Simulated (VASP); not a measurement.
A run of VASP 6.6.1 is set up as follows.

POSCAR

```
SnO
1.0
    3.8136952200      0.0000000000      0.0000000000
    0.0000000000      3.8136952200      0.0000000000
    0.0000000000      0.0000000000      4.8869133000
Sn O
2 2
Direct
    0.5000000000      0.0000000000      0.7646261400
    0.0000000000      0.5000000000      0.2353738600
    0.0000000000      0.0000000000      0.0000000000
    0.5000000000      0.5000000000      0.0000000000
```

The input INCAR.step1:

```
SYSTEM = SnO
  PREC = Accurate
  ENCUT = 520
  EDIFF = 1E-5
  ISMEAR = -1
  SIGMA = 0.05
  LREAL = .False.
  LASPH = .True.
  NELM = 100
  ALGO = Normal
  ISIF = 2
  LWAVE = .True.
  LCHARG = .False.
  GGA = PE
  NBANDS = 28
```

Contents of INCAR.step2:

```
SYSTEM = SnO
  PREC = Accurate
  ENCUT = 520
  EDIFF = 1E-6
  ISMEAR = -1
  SIGMA = 0.05
  LREAL = .False.
  LASPH = .True.
  NELM = 100
  ALGO = Normal
  ISIF = 2
  LWAVE = .False.
  LCHARG = .False.
  GGA = B3
  LHFCALC = .True.
  AEXX = 0.2
  AGGAX = 0.72
  AGGAC = 0.81
  ALDAC = 0.19
  PRECFOCK = Normal
  ISTART = 1
  NBANDS = 28
```

The input KPOINTS:

```
Automatic mesh
0
Gamma
  4 4 3
  0 0 0
```

Potentials or basis: VASP PAW PBE potentials, release 64 (Sn_d, O).

Launch:

```sh
$ cat potpaw_PBE.64/Sn_d/POTCAR potpaw_PBE.64/O/POTCAR > POTCAR
$ cp INCAR.step1 INCAR
$ mpirun -np 1 vasp_std > vasp.out
$ cp INCAR.step2 INCAR
$ mpirun -np 1 vasp_std > vasp.out
```

Task: What does it give for the band gap on the k mesh?

Result: 1.24 eV (least direct gap 3.31 eV).

Task: What does it give for the pressure?

Result: 4.1 GPa.

Task: Predict the largest force.

Result: 0.091 eV/Å.

Forces on the atoms (eV/Å):
```
Sn   0.000  0.000 -0.091
Sn   0.000  0.000  0.091
O    0.000  0.000  0.000
O    0.000  0.000  0.000
```

Caveat: the k points lie up to 0.43 Å⁻¹ apart; the PAW data sets were made with another functional, which shifts forces and pressure a little; spin-orbit coupling is left out, which moves the levels of the heavy elements. A k mesh can miss the band edges.
